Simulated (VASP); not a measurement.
# Hf3N4 (I-43d) in VASP: notebook

Aim: see how the results for Hf3N4 move with the level of theory and the settings. Levels: PBEsol, PBE. Tasks: relaxation of cell and atoms.

Everything below comes from runs of VASP 6.6.1. Logs are shortened: lines on timing, memory, paths and dates and some standing lists are left out, and cuts for length are marked.

**1. The cell of the first run**

Symmetry: I-43d, No. 220, cubic system. The conventional cell has a = 6.733 Å, b = 6.733 Å, c = 6.733 Å, α = 90.00°, β = 90.00°, γ = 90.00°. Within 2.9 Å of Hf (site symmetry -4) lie 8 N at 2.21 to 2.46 Å. Within 3.0 Å of N (site symmetry 3) lie 6 Hf at 2.21 to 2.46 Å and 5 N at 2.63 to 2.92 Å.

**2. Relaxation of cell and atoms, PBEsol**

File INCAR:

```
SYSTEM = Hf3N4
ALGO = Normal
EDIFF = 1E-7
EDIFFG = -0.005
ENCUT = 600
GGA = PS
GGA_COMPAT = .False.
IBRION = 2
ISIF = 3
ISMEAR = -1
LASPH = .True.
LCHARG = .False.
LREAL = .False.
LWAVE = .False.
NELM = 120
NELMIN = 4
NSW = 80
PREC = Accurate
SIGMA = 0.02
```

File KPOINTS:

```
k-points
0
Gamma
  6 6 6
  0 0 0
```

File POSCAR:

```
Hf3N4
1.0
   -3.3667166136      3.3667166136      3.3667166136
    3.3667166136     -3.3667166136      3.3667166136
    3.3667166136      3.3667166136     -3.3667166136
Hf N
6 8
Direct
    0.8750000000      0.2500000000      0.1250000000
    0.1250000000      0.8750000000      0.2500000000
    0.3750000000      0.6250000000      0.7500000000
    0.2500000000      0.1250000000      0.8750000000
    0.7500000000      0.3750000000      0.6250000000
    0.6250000000      0.7500000000      0.3750000000
    0.5000000000      0.0000000000      0.6333056760
    0.1333056760      0.5000000000      0.0000000000
    0.3666943240      0.3666943240      0.3666943240
    0.0000000000      0.1333056760      0.5000000000
    0.8666943240      0.8666943240      0.8666943240
    0.0000000000      0.6333056760      0.5000000000
    0.5000000000      0.0000000000      0.1333056760
    0.6333056760      0.5000000000      0.0000000000
```

Potentials or basis: VASP PAW PBE potentials, release 64 (Hf_pv, N).

Started as:

```bash
$ cat potpaw_PBE.64/Hf_pv/POTCAR potpaw_PBE.64/N/POTCAR > POTCAR
$ mpirun -np 1 vasp_std > vasp.out
```

OUTCAR:

```text
SYSTEM = Hf3N4
   EDIFF = 1E-7
   EDIFFG = -0.005
   ENCUT = 600
   GGA = PS
   IBRION = 2
   ISIF = 3
   ISMEAR = -1
   LASPH = .True.
   LREAL = .False.
   NELM = 120
   NELMIN = 4
   NSW = 80
   PREC = Accurate

 ion  position               nearest neighbor table
   1  0.875  0.250  0.125-   8 2.21  11 2.21  13 2.21  12 2.21   7 2.46   9 2.46  10 2.46  14 2.46
                             2 3.15   3 3.15   2 3.15   4 3.15   5 3.15   5 3.15   4 3.15   3 3.15
   2  0.125  0.875  0.250-   8 2.21  10 2.21  11 2.21   7 2.21  12 2.46  13 2.46  14 2.46   9 2.46
                             1 3.15   6 3.15   5 3.15   4 3.15   1 3.15   4 3.15   5 3.15   6 3.15
   3  0.375  0.625  0.750-   9 2.21  12 2.21  14 2.21  13 2.21   8 2.46   7 2.46  10 2.46  11 2.46
                             5 3.15   6 3.15   1 3.15   6 3.15   4 3.15   4 3.15   5 3.15   1 3.15
   4  0.250  0.125  0.875-  10 2.21  11 2.21  13 2.21  14 2.21   8 2.46  12 2.46   9 2.46   7 2.46
                             2 3.15   3 3.15   1 3.15   6 3.15   1 3.15   2 3.15   3 3.15   6 3.15
   5  0.750  0.375  0.625-   7 2.21   9 2.21  12 2.21   8 2.21  11 2.46  10 2.46  13 2.46  14 2.46
                             3 3.15   2 3.15   1 3.15   3 3.15   6 3.15   1 3.15   6 3.15   2 3.15
   6  0.625  0.750  0.375-   7 2.21   9 2.21  10 2.21  14 2.21  11 2.46  12 2.46  13 2.46   8 2.46
                             3 3.15   5 3.15   4 3.15   5 3.15   2 3.15   3 3.15   4 3.15   2 3.15
   7  0.500  0.000  0.633-   5 2.21   6 2.21   2 2.21   4 2.46   1 2.46   3 2.46
   8  0.133  0.500  0.000-   1 2.21   2 2.21   5 2.21   4 2.46   3 2.46   6 2.46
   9  0.367  0.367  0.367-   3 2.21   5 2.21   6 2.21   1 2.46   4 2.46   2 2.46
  10  0.000  0.133  0.500-   2 2.21   4 2.21   6 2.21   1 2.46   5 2.46   3 2.46
  11  0.867  0.867  0.867-   1 2.21   2 2.21   4 2.21   5 2.46   6 2.46   3 2.46
  12  0.000  0.633  0.500-   3 2.21   5 2.21   1 2.21   4 2.46   2 2.46   6 2.46
  13  0.500  0.000  0.133-   1 2.21   4 2.21   3 2.21   2 2.46   5 2.46   6 2.46
  14  0.633  0.500  0.000-   3 2.21   4 2.21   6 2.21   2 2.46   5 2.46   1 2.46

  LATTYP: Found a body centered cubic cell.
 ALAT       =     6.7334332272

  Lattice vectors:

 A1 = (  -3.3667166136,   3.3667166136,   3.3667166136)
 A2 = (   3.3667166136,  -3.3667166136,   3.3667166136)
 A3 = (   3.3667166136,   3.3667166136,  -3.3667166136)

Analysis of symmetry for initial positions (statically):
=====================================================================
 Subroutine PRICEL returns:
 Original cell was already a primitive cell.

 Routine SETGRP: Setting up the symmetry group for a
 body centered cubic supercell.

 Subroutine GETGRP returns: Found 24 space group operations
 (whereof  3 operations were pure point group operations)
 out of a pool of 48 trial point group operations.

The static configuration has the point symmetry C_3 .
 The point group associated with its full space group is T_d .

Analysis of symmetry for dynamics (positions and initial velocities):
=====================================================================
 Subroutine PRICEL returns:
 Original cell was already a primitive cell.

 Routine SETGRP: Setting up the symmetry group for a
 body centered cubic supercell.

 Subroutine GETGRP returns: Found 24 space group operations
 (whereof  3 operations were pure point group operations)
 out of a pool of 48 trial point group operations.

The dynamic configuration has the point symmetry C_3 .
 The point group associated with its full space group is T_d .

 Subroutine INISYM returns: Found 24 space group operations
 (whereof  3 operations are pure point group operations),
 and found     1 'primitive' translations

----------------------------------------------------------------------------------------

                                     Primitive cell

  volume of cell :     152.6440

  direct lattice vectors                    reciprocal lattice vectors
    -3.366716614  3.366716614  3.366716614     0.000000000  0.148512648  0.148512648
     3.366716614 -3.366716614  3.366716614     0.148512648  0.000000000  0.148512648
     3.366716614  3.366716614 -3.366716614     0.148512648  0.148512648  0.000000000

  length of vectors
     5.831324229  5.831324229  5.831324229     0.210028601  0.210028601  0.210028601

  position of ions in fractional coordinates (direct lattice)
     0.875000000  0.250000000  0.125000000
     0.125000000  0.875000000  0.250000000
     0.375000000  0.625000000  0.750000000
     0.250000000  0.125000000  0.875000000
     0.750000000  0.375000000  0.625000000
     0.625000000  0.750000000  0.375000000
     0.500000000  0.000000000  0.633305676
     0.133305676  0.500000000  0.000000000
     0.366694324  0.366694324  0.366694324
     0.000000000  0.133305676  0.500000000
     0.866694324  0.866694324  0.866694324
     0.000000000  0.633305676  0.500000000
     0.500000000  0.000000000  0.133305676
[... 69 lines left out ...]
   LNONCOLLINEAR =      F non collinear calculations
   LSORBIT =      F    spin-orbit coupling
   LASPH  =      T    aspherical Exc in radial PAW
   ENCUT  =  600.0 eV  44.10 Ry    6.64 a.u.  11.65 11.65 11.65*2*pi/ulx,y,z
   NELM   =    120;   NELMIN=  4; NELMDL= -5     # of ELM steps
   EDIFF  = 0.1E-06   stopping-criterion for ELM
   LREAL  =      F    real-space projection
   EDIFFG = -.5E-02   stopping-criterion for IOM
   NSW    =     80    number of steps for IOM
   IBRION =      2    ionic relax: 0-MD 1-quasi-New 2-CG
   NFREE  =      1    steps in history (QN), initial steepest desc. (CG)
   ISIF   =      3    stress and relaxation
   ISYM   =      2    0-nonsym 1-usesym 2-fastsym
   POTIM  = 0.5000    time-step for ionic-motion
   TEBEG  =    0.0;   TEEND  =   0.0 temperature during run
   PSTRESS=    0.0 pullay stress
   NELECT =     100.0000    total number of electrons
   NUPDOWN=      -1.0000    fix difference up-down
   EMIN   =  10.00;   EMAX   =-10.00  energy-range for DOS
   EFERMI =   0.00;   METHOD = LEGACY
   ISMEAR =    -1;   SIGMA  =   0.02  broadening in eV -4-tet -1-fermi 0-gaus
   EFERMI_NEDOS =   21; number of points for ismear=-14 and -15
   IALGO  =     38    algorithm
   IMIX   =      4    mixing-type and parameters
     AMIX     =   0.40;   BMIX     =  1.00
     AMIX_MAG =   1.60;   BMIX_MAG =  1.00
  volume/ion in A,a.u.               =      10.90        73.58
  Fermi-wavevector in a.u.,A,eV,Ry     =   1.421832  2.686873 27.505621  2.021606
  Thomas-Fermi vector in A             =   2.542600
   LORBIT       =      0    0 simple, 1 ext, 2 COOP (PROOUT), +10 PAW based schemes
   GGA     = PS    functional components
   LHFCALC =     F    Hartree Fock is set to
   AEXX    =    0.0000 exact exchange contribution
   IVDW    =     0    specifies the selected vdW correction
   LEPSILON=     F    determine dielectric tensor
   LRPA    =     F    only Hartree local field effects (RPA)
 conjugate gradient relaxation of ions
 non-spin polarized calculation
  energy-cutoff  :      600.00
  volume of cell :      152.64
 maximum number of plane-waves:      5121
 NGX is ok and might be reduce to    48
   NGX = 23   NGY = 23   NGZ = 23

--------------------------------------- Ionic step        1  -------------------------------------------

 number of electron     100.0000003 magnetization

 Free energy of the ion-electron system (eV)
  ---------------------------------------------------
  ext. energy  EPLUGINS =         0.00000000
  ---------------------------------------------------
  free energy    TOTEN  =      -156.54885033 eV

  energy without entropy =     -156.54885033  energy(sigma->0) =     -156.54885033

------------------------ aborting loop because EDIFF is reached ----------------------------------------

  FORCE on cell =-STRESS in cart. coord.  units (eV):
  Direction    XX          YY          ZZ          XY          YZ          ZX
  --------------------------------------------------------------------------------------
  -------------------------------------------------------------------------------------
  Total      -10.4844997    -10.4844997    -10.4844997      0.0000000      0.0000000     -0.0000000
  in kB     -110.0471031   -110.0471031   -110.0471031      0.0000000      0.0000000     -0.0000000
  external PRESSURE =    -110.0471031 kB  Pullay stress =       0.0000000 kB
[... 125 lines left out ...]
  FREE ENERGIE OF THE ION-ELECTRON SYSTEM (eV)
  ---------------------------------------------------
  free  energy   TOTEN  =      -156.7602650208 eV

  energy  without entropy=     -156.7602650208  energy(sigma->0) =     -156.76026502

[... ionic steps 4 to 7 ...]

--------------------------------------- Ionic step        8  -------------------------------------------

 number of electron      99.9999999 magnetization

------------------------ aborting loop because EDIFF is reached ----------------------------------------

  FORCE on cell =-STRESS in cart. coord.  units (eV):
  Direction    XX          YY          ZZ          XY          YZ          ZX
  --------------------------------------------------------------------------------------
  -------------------------------------------------------------------------------------
  Total        0.1762738      0.1762738      0.1762738      0.0000000     -0.0000000      0.0000000
  in kB        1.9400784      1.9400784      1.9400784      0.0000000     -0.0000000      0.0000000
  external PRESSURE =       1.9400784 kB  Pullay stress =       0.0000000 kB
[... 81 lines left out ...]
  energy  without entropy=     -156.7926223899  energy(sigma->0) =     -156.79262239

--------------------------------------- Ionic step       10  -------------------------------------------

 number of electron      99.9999999 magnetization

 Free energy of the ion-electron system (eV)
  ---------------------------------------------------
  ext. energy  EPLUGINS =         0.00000000
  ---------------------------------------------------
  free energy    TOTEN  =      -156.79328791 eV

  energy without entropy =     -156.79328791  energy(sigma->0) =     -156.79328791

 E-fermi :   7.2232     XC(G=0): -13.1328

 val. band max:        6.8177134474   @ k =   0.0000   0.0000   0.0000
 cond. band min:       7.8425916710   @ k =   0.0000   0.0000   0.0000
 fundamental gap:      1.0248782236
 Fermi energy:         7.2231802597

 k-point     1 :       0.0000    0.0000    0.0000
  band No.  band energies     occupation
      1     -23.7433      2.00000
      2     -23.7433      2.00000
      3     -23.7433      2.00000
      4     -23.6495      2.00000
      5     -23.6495      2.00000
      6     -23.6495      2.00000
[... 1038 lines left out ...]
  FREE ENERGIE OF THE ION-ELECTRON SYSTEM (eV)
  ---------------------------------------------------
  free  energy   TOTEN  =      -156.7932879071 eV

  energy  without entropy=     -156.7932879071  energy(sigma->0) =     -156.79328791

 reached required accuracy - stopping structural energy minimisation
```

Run time: 19 min. Hardware: 1 thread of Intel Xeon Platinum 8488C (Sapphire Rapids), shared host; peak memory 0.42 GiB.

Results:

```yaml
Free_energy: -156.7933 eV
Relaxed_volume: 10.40 Å³/atom
Relaxed_cell: a = 5.741 Å, b = 5.741 Å, c = 5.741 Å, α = 109.47°, β = 109.47°, γ = 109.47°
Space_group_after_relaxing_to_0.1_Å: I-43d (No. 220)
Energy_gained_by_relaxing: 17.5 meV/atom
Ionic_steps: 10
Pressure_after_relaxing: 0.0 GPa
Band_gap_on_the_k_mesh: 1.02 eV
```

The path:
| step | energy change (eV) | largest force (eV/Å) | pressure (GPa) | volume (Å³) |
| --- | --- | --- | --- | --- |
| 1 | 0.0000 | 0.0590 | -11.00 | 152.64 |
| 2 | 0.5182 | 0.7297 | 24.67 | 136.69 |
| 3 | -0.2114 | 0.1928 | -0.31 | 146.83 |
| 4 | -0.2115 | 0.1982 | -0.07 | 146.71 |
| 5 | -0.2235 | 0.1602 | -0.05 | 146.47 |
| 6 | -0.2434 | 0.0386 | 0.12 | 145.75 |
| 7 | -0.2444 | 0.0011 | 0.20 | 145.55 |
| 8 | -0.2444 | 0.0054 | 0.19 | 145.57 |
| 9 | -0.2438 | 0.0122 | -0.67 | 145.98 |
| 10 | -0.2444 | 0.0014 | 0.00 | 145.66 |

Final structure:
```cif
data_structure
_symmetry_space_group_name_H-M 'P 1'
_symmetry_Int_Tables_number 1
_cell_length_a 5.7411
_cell_length_b 5.7411
_cell_length_c 5.7411
_cell_angle_alpha 109.471
_cell_angle_beta 109.471
_cell_angle_gamma 109.471
_cell_volume 145.66
loop_
_atom_site_label
_atom_site_type_symbol
_atom_site_fract_x
_atom_site_fract_y
_atom_site_fract_z
_atom_site_occupancy
Hf1 Hf 0.87500 0.25000 0.12500 1
Hf2 Hf 0.12500 0.87500 0.25000 1
Hf3 Hf 0.37500 0.62500 0.75000 1
Hf4 Hf 0.25000 0.12500 0.87500 1
Hf5 Hf 0.75000 0.37500 0.62500 1
Hf6 Hf 0.62500 0.75000 0.37500 1
N1 N 0.50000 0.00000 0.64004 1
N2 N 0.14004 0.50000 0.00000 1
N3 N 0.35996 0.35996 0.35996 1
N4 N 0.00000 0.14004 0.50000 1
N5 N 0.85996 0.85996 0.85996 1
N6 N 0.00000 0.64004 0.50000 1
N7 N 0.50000 0.00000 0.14004 1
N8 N 0.64004 0.50000 0.00000 1
```

Levels at points of the mesh, in eV from the valence-band top:
| k point | band 47 | band 48 | band 49 | band 50 | band 51 | band 52 | band 53 | band 54 |
| --- | --- | --- | --- | --- | --- | --- | --- | --- |
| (0.00, 0.00, 0.00) | -1.38 | 0.00 | 0.00 | 0.00 | 1.02 | 1.02 | 1.72 | 1.72 |
| (0.50, 0.00, 0.00) | -1.71 | -1.71 | -0.75 | -0.75 | 2.48 | 2.48 | 2.77 | 2.77 |
| (0.50, 0.50, 0.50) | -0.44 | -0.44 | -0.44 | -0.44 | 3.72 | 3.72 | 3.72 | 3.72 |

Caveat: the PAW data sets were made with another functional, which shifts forces and pressure a little; spin-orbit coupling is left out, which moves the levels of the heavy elements. A k mesh can miss the band edges.

**3. Relaxation of cell and atoms, PBE**

This run uses another cell than the first one, of 10.81 Å³/atom.

File INCAR:

```
SYSTEM = Hf3N4
PREC = Accurate ; ENCUT = 600
EDIFF = 1E-7 ; ISMEAR = -1
SIGMA = 0.02 ; LREAL = .False.
LASPH = .True. ; NELM = 120
ALGO = Normal ; ISIF = 3
LWAVE = .False. ; LCHARG = .False.
GGA = PE ; IBRION = 2
NSW = 80 ; EDIFFG = -0.005
GGA_COMPAT = .False. ; NELMIN = 4
```

File KPOINTS:

```
Automatic mesh
0
Gamma
  6 6 6
  0 0 0
```

File POSCAR:

```
Hf3N4
1.0
   -3.3575510000      3.3575510000      3.3575510000
    3.3575510000     -3.3575510000      3.3575510000
    3.3575510000      3.3575510000     -3.3575510000
Hf N
6 8
Direct
    0.8750000000      0.2500000000      0.1250000000
    0.1250000000      0.8750000000      0.2500000000
    0.3750000000      0.6250000000      0.7500000000
    0.2500000000      0.1250000000      0.8750000000
    0.7500000000      0.3750000000      0.6250000000
    0.6250000000      0.7500000000      0.3750000000
    0.5000000000      0.0000000000      0.6336660000
    0.1336660000      0.5000000000      0.0000000000
    0.3663340000      0.3663340000      0.3663340000
    0.0000000000      0.1336660000      0.5000000000
    0.8663340000      0.8663340000      0.8663340000
    0.0000000000      0.6336660000      0.5000000000
    0.5000000000      0.0000000000      0.1336660000
    0.6336660000      0.5000000000      0.0000000000
```

Potentials or basis: VASP PAW PBE potentials, release 64 (Hf_pv, N).

Started as:

```bash
$ cat potpaw_PBE.64/Hf_pv/POTCAR potpaw_PBE.64/N/POTCAR > POTCAR
$ mpirun -np 1 vasp_std > vasp.out
```

Run time: 13 min. Hardware: 1 thread of Intel Xeon Platinum 8375C at 2.90GHz (Ice Lake), shared host; peak memory 0.41 GiB.

It converged, with:

| Quantity | Value |
| --- | --- |
| Free energy | -148.6355 eV |
| Relaxed volume | 10.79 Å³/atom |
| Relaxed cell | a = 5.811 Å, b = 5.811 Å, c = 5.811 Å, α = 109.47°, β = 109.47°, γ = 109.47° |
| Space group after relaxing (to 0.1 Å) | I-43d (No. 220) |
| Energy gained by relaxing | 0.1 meV/atom |
| Ionic steps | 5 |
| Pressure after relaxing | 0.0 GPa |
| Largest force after relaxing | 0.004 eV/Å |
| Band gap on the k mesh | 1.03 eV |

Forces in eV/Å, atoms in the order of the input:
```
Hf   0.000  0.000  0.000
Hf   0.000  0.000  0.000
Hf   0.000  0.000  0.000
Hf   0.000  0.000  0.000
Hf   0.000  0.000  0.000
Hf   0.000  0.000  0.000
N    0.002  0.002 -0.002
N   -0.002  0.002  0.002
N   -0.002 -0.002 -0.002
N    0.002 -0.002  0.002
N   -0.002 -0.002 -0.002
N    0.002 -0.002  0.002
N    0.002  0.002 -0.002
N   -0.002  0.002  0.002
```

Step by step:
```
step  energy change (eV)  largest force (eV/Å)  pressure (GPa)  volume (Å³)
   1              0.0000                0.0111           -0.71       151.40
   2              0.0018                0.0349            1.27       150.35
   3             -0.0009                0.0055            0.00       151.02
   4             -0.0009                0.0051           -0.01       151.02
   5             -0.0009                0.0042           -0.01       151.02
```

Final structure:
```yaml
crystal:
  lattice:
    - [-3.35472, 3.35472, 3.35472]
    - [3.35472, -3.35472, 3.35472]
    - [3.35472, 3.35472, -3.35472]
  atoms:
    - { symbol: Hf, position: [0.87500, 0.25000, 0.12500] }
    - { symbol: Hf, position: [0.12500, 0.87500, 0.25000] }
    - { symbol: Hf, position: [0.37500, 0.62500, 0.75000] }
    - { symbol: Hf, position: [0.25000, 0.12500, 0.87500] }
    - { symbol: Hf, position: [0.75000, 0.37500, 0.62500] }
    - { symbol: Hf, position: [0.62500, 0.75000, 0.37500] }
    - { symbol: N, position: [0.50000, 0.00000, 0.63367] }
    - { symbol: N, position: [0.13367, 0.50000, 0.00000] }
    - { symbol: N, position: [0.36633, 0.36633, 0.36633] }
    - { symbol: N, position: [0.00000, 0.13367, 0.50000] }
    - { symbol: N, position: [0.86633, 0.86633, 0.86633] }
    - { symbol: N, position: [0.00000, 0.63367, 0.50000] }
    - { symbol: N, position: [0.50000, 0.00000, 0.13367] }
    - { symbol: N, position: [0.63367, 0.50000, 0.00000] }
```

Levels at points of the mesh, in eV from the valence-band top:
```tsv
k point	band 46	band 47	band 48	band 49	band 50	band 51	band 52	band 53	band 54	band 55
(0.00, 0.00, 0.00)	-1.37	-1.37	0.00	0.00	0.00	1.03	1.03	1.73	1.73	1.73
(0.50, 0.00, 0.00)	-2.02	-1.65	-1.65	-0.83	-0.83	2.50	2.50	2.65	2.65	3.51
(0.50, 0.50, 0.50)	-1.86	-0.54	-0.54	-0.54	-0.54	3.67	3.67	3.67	3.67	3.67
```

Caveat: spin-orbit coupling is left out, which moves the levels of the heavy elements. A k mesh can miss the band edges.
